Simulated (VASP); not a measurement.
A run of VASP 6.6.1 is set up as follows.

Contents of POSCAR:

```
SiC
1.0
    3.0446026768      0.0000000000      0.0000000000
   -1.5223013384      2.6367032626      0.0000000000
    0.0000000000      0.0000000000      4.9976270101
Si C
2 2
Direct
    0.3333333333      0.6666666667     -0.0003967663
    0.6666666667      0.3333333333      0.4996032337
    0.3333333333      0.6666666667      0.3753967663
    0.6666666667      0.3333333333      0.8753967663
```

Contents of INCAR.step1:

```
SYSTEM = SiC
ALGO     = Normal         ! electronic algorithm
EDIFF    = 1E-5           ! SCF threshold, eV
ENCUT    = 520            ! plane-wave cutoff, eV
GGA      = PE             ! functional
ISIF     = 2              ! what is computed and relaxed
ISMEAR   = 0              ! smearing method
LASPH    = .True.         ! aspherical terms in the spheres
LCHARG   = .False.        ! write CHGCAR
LREAL    = .False.        ! projectors in reciprocal space
LWAVE    = .True.         ! write WAVECAR
NBANDS   = 16             ! bands
NELM     = 60             ! most SCF steps
PREC     = Accurate       ! precision mode
SIGMA    = 0.01           ! smearing width, eV
```

The input INCAR.step2:

```
SYSTEM = SiC
ALGO     = Normal         ! electronic algorithm
EDIFF    = 1E-7           ! SCF threshold, eV
ENCUT    = 520            ! plane-wave cutoff, eV
GGA      = PE             ! functional
HFSCREEN = 0.2079         ! screening, 1/A
ISIF     = 2              ! what is computed and relaxed
ISMEAR   = 0              ! smearing method
ISTART   = 1            
LASPH    = .True.         ! aspherical terms in the spheres
LCHARG   = .False.        ! write CHGCAR
LHFCALC  = .True.         ! exact exchange
LREAL    = .False.        ! projectors in reciprocal space
LWAVE    = .False.        ! write WAVECAR
NBANDS   = 16             ! bands
NELM     = 60             ! most SCF steps
PREC     = Accurate       ! precision mode
PRECFOCK = Normal       
SIGMA    = 0.01           ! smearing width, eV
```

KPOINTS

```
k-points
0
Gamma
  6 6 4
  0 0 0
```

Potentials or basis: VASP PAW PBE potentials, release 64 (Si, C).

The run is started by

```console
$ cat potpaw_PBE.64/Si/POTCAR potpaw_PBE.64/C/POTCAR > POTCAR
$ cp INCAR.step1 INCAR
$ mpirun -np 1 vasp_std > vasp.out
$ cp INCAR.step2 INCAR
$ mpirun -np 1 vasp_std > vasp.out
```

Task: Estimate the band gap on the k mesh.

Result: 3.11 eV (least direct gap 5.14 eV).

Task: Estimate the largest force.

Result: 0.015 eV/Å.

Stress tensor (GPa, compression positive):
```
5.93 0.00 0.00
0.00 5.93 0.00
0.00 0.00 5.29
```

Caveat: the cell differs from its parent crystal (strain -1.0%); the cell stands under pressure; the PAW data sets were made with another functional, which shifts forces and pressure a little. A k mesh can miss the band edges.
